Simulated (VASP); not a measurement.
Set up this calculation in VASP 6.6.1, as the native input.

| Quantity | Value |
| --- | --- |
| Task | single point |
| Functional | PBE |
| Dispersion | D3(BJ) |
| Potentials or basis | VASP PAW PBE potentials, release 64 (Hf_pv, S) |
| Cutoff | 500 eV |
| k mesh | 12 × 12 × 6 |
| Occupations | gaussian, width 0.05 eV |
| Spin | no spin polarisation |
| Dipole correction | no |
| Further INCAR settings | ALGO = Normal; EDIFF = 1e-06; NBANDS = 18 |

The structure of HfS2 lies in POSCAR:

```
HfS2
1.0
    3.3932468515      0.0000000000      0.0000000000
   -1.6966234258      2.9386379747      0.0000000000
    0.0000000000      0.0000000000      6.5161713265
Hf S
1 2
Direct
    0.0000000000      0.0000000000      0.0000000000
    0.6666666667      0.3333333333      0.7476059866
    0.3333333333      0.6666666667      0.2523940134
```

This cell differs from its parent crystal: ratio of the length along z to the lengths across it x 1.2, volume and fractional coordinates fixed.

One way to write it, as run:

INCAR

```
PREC     = Accurate       # precision mode
ENCUT    = 500            # plane-wave cutoff, eV
EDIFF    = 1E-6           # SCF threshold, eV
ISMEAR   = 0              # smearing method
SIGMA    = 0.05           # smearing width, eV
LREAL    = F              # projectors in reciprocal space
LASPH    = T              # aspherical terms in the spheres
NELM     = 120            # most SCF steps
ALGO     = Normal         # electronic algorithm
ISIF     = 2              # what is computed and relaxed
LWAVE    = F              # write WAVECAR
LCHARG   = F              # write CHGCAR
GGA      = PE             # functional
IVDW     = 12             # dispersion correction
NBANDS   = 18             # bands
GGA_COMPAT= F
```

KPOINTS

```
regular mesh
0
Gamma
  12 12 6
```

Potentials or basis: VASP PAW PBE potentials, release 64 (Hf_pv, S).

Run with:

```console
$ cat potpaw_PBE.64/Hf_pv/POTCAR potpaw_PBE.64/S/POTCAR > POTCAR
$ mpirun -np 1 vasp_std > vasp.out
```

It gave:

| Quantity | Value |
| --- | --- |
| Pressure | 0.2 GPa |
| Largest force | 1.224 eV/Å |
| Band gap on the k mesh | zero (bands 11 and 12 overlap by 0.18 eV) |
| Dispersion energy per atom | -0.339 eV |

Caveat: spin-orbit coupling is left out, which moves the levels of the heavy elements; forces of over 1 eV/Å act on the atoms, so gaps and moduli don't describe the material at rest.

Wall time 2.5 min on 1 thread of Intel Xeon 8259CL, on a shared host, peak memory 0.26 GiB.
